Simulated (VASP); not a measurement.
Write the native input for VASP 6.6.1 that does the following.

| Item | Value |
| --- | --- |
| Task | single point |
| Functional | PBE |
| Potentials or basis | VASP PAW PBE potentials, release 64 (Be) |
| Cutoff | 520 eV |
| k mesh | 12 × 12 × 12 |
| Occupations | gaussian, width 0.1 eV |
| Spin | no spin polarisation |
| Dipole correction | no |
| Further INCAR settings | ALGO = Normal; EDIFF = 1e-06; NBANDS = 7 |

The structure of Be lies in POSCAR:

```
Be
1.0
   -1.1071936767      1.1071936767      1.6844336601
    1.1071936767     -1.1071936767      1.6844336601
    1.1071936767      1.1071936767     -1.6844336601
Be
1
Direct
    0.0000000000      0.0000000000      0.0000000000
```

The input as run:

INCAR

```
PREC = Accurate
ENCUT = 520
EDIFF = 1E-6
ISMEAR = 0
SIGMA = 0.1
LREAL = False
LASPH = True
NELM = 60
ALGO = Normal
ISIF = 2
LWAVE = False
LCHARG = False
GGA = PE
NBANDS = 7
```

KPOINTS

```
Automatic mesh
0
Gamma
  12 12 12
```

Potentials or basis: VASP PAW PBE potentials, release 64 (Be).

Command:

```bash
$ cat potpaw_PBE.64/Be/POTCAR > POTCAR
$ mpirun -np 1 vasp_std > vasp.out
```

Results of the run:

* Pressure: -5.1 GPa
* Band gap on the k mesh: zero (band 1 reaches 8.27 eV, above the bottom of band 2 at 6.92 eV)

Run time: 3.8 s on 1 thread of Intel(R) Xeon(R) 6975P-C (Granite Rapids), on a shared host, peak memory 0.11 GiB.
